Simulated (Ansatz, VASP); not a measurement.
**Two plane-wave programs on Ta4C3**

```
CELL_PARAMETERS angstrom
4.48895 0.00000 0.00000
0.00000 4.48895 0.00000
0.00000 0.00000 4.48895
ATOMIC_POSITIONS crystal
Ta 0.00000 0.50000 0.50000
Ta 0.50000 0.00000 0.50000
Ta 0.50000 0.50000 0.00000
Ta 0.00000 0.00000 0.00000
C 0.50000 0.00000 0.00000
C 0.00000 0.50000 0.00000
C 0.00000 0.00000 0.50000
```

Alike in both runs: task single point; functional PBEsol; k mesh 8 × 8 × 8; occupations gaussian, width 0.1 eV; no spin polarisation.

```csv
,VASP,Ansatz
version,VASP 6.6.1,Ansatz 0.2.0
potentials or method,"VASP PAW PBE potentials, release 64 (Ta_pv, C), cutoff 520 eV","scalar-relativistic, plane waves, PAW"
valence electrons in the cell,56,64
```

```tsv
	VASP	Ansatz	Ansatz less VASP
gap on the k mesh at the Fermi level (eV)	none	none	-
pressure (GPa)	-15.6	-16.1	-0.52
```

VASP's potentials were made for PBE, not for PBEsol. A gap of «none» marks a metal or a gap that the smearing closes. The functional is the same, so the differences come from potentials, cutoffs and numerics. VASP's potentials hold 56 valence electrons a cell and Ansatz's 64, so a difference there can come from the potentials and not from the codes.

Neither program's run includes spin-orbit coupling.
